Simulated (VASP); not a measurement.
Wanted: the native input for a VASP 6.6.1 run.

```
Task                   : relaxation of cell and atoms
Functional             : PBE
Potentials or basis    : VASP PAW PBE potentials, release 64 (P)
Cutoff                 : 600 eV
k mesh                 : 18 × 18 × 18
Occupations            : fermi-dirac, width 0.1 eV
Spin                   : no spin polarisation
Dipole correction      : no
Further INCAR settings : ALGO = Normal; EDIFF = 1e-07; IBRION = 2; EDIFFG = -0.005; NSW = 60; ISIF = 3
```

The structure of P lies in POSCAR:

```
P
1.0
    0.0000000000      1.9574338206      1.9574338206
    1.9574338206      0.0000000000      1.9574338206
    1.9574338206      1.9574338206      0.0000000000
P
1
Direct
    0.0000000000      0.0000000000      0.0000000000
```

The input as run:

INCAR

```
  ALGO = Normal
  EDIFF = 1E-7
  EDIFFG = -0.005
  ENCUT = 600
  GGA = PE
  IBRION = 2
  ISIF = 3
  ISMEAR = -1
  LASPH = True
  LCHARG = False
  LREAL = False
  LWAVE = False
  NELM = 100
  NSW = 60
  PREC = Accurate
  SIGMA = 0.1
```

KPOINTS

```
k-points
0
Gamma
  18 18 18
```

Potentials or basis: VASP PAW PBE potentials, release 64 (P).

The run is started by

```sh
$ cat potpaw_PBE.64/P/POTCAR > POTCAR
$ mpirun -np 1 vasp_std > vasp.out
```

Results of the run:

```
Relaxed volume                         : 14.53 Å³/atom
Relaxed cell                           : a = 2.739 Å, b = 2.739 Å, c = 2.739 Å, α = 60.00°, β = 60.00°, γ = 60.00°
Space group after relaxing (to 0.05 Å) : Fm-3m (No. 225)
Energy gained by relaxing              : 4.2 meV/atom
Ionic steps                            : 3
Pressure after relaxing                : 0.0 GPa
```

Wall time 12 s on 1 thread of Intel(R) Xeon(R) 6975P-C (Granite Rapids) (shared host), peak memory 0.14 GiB.
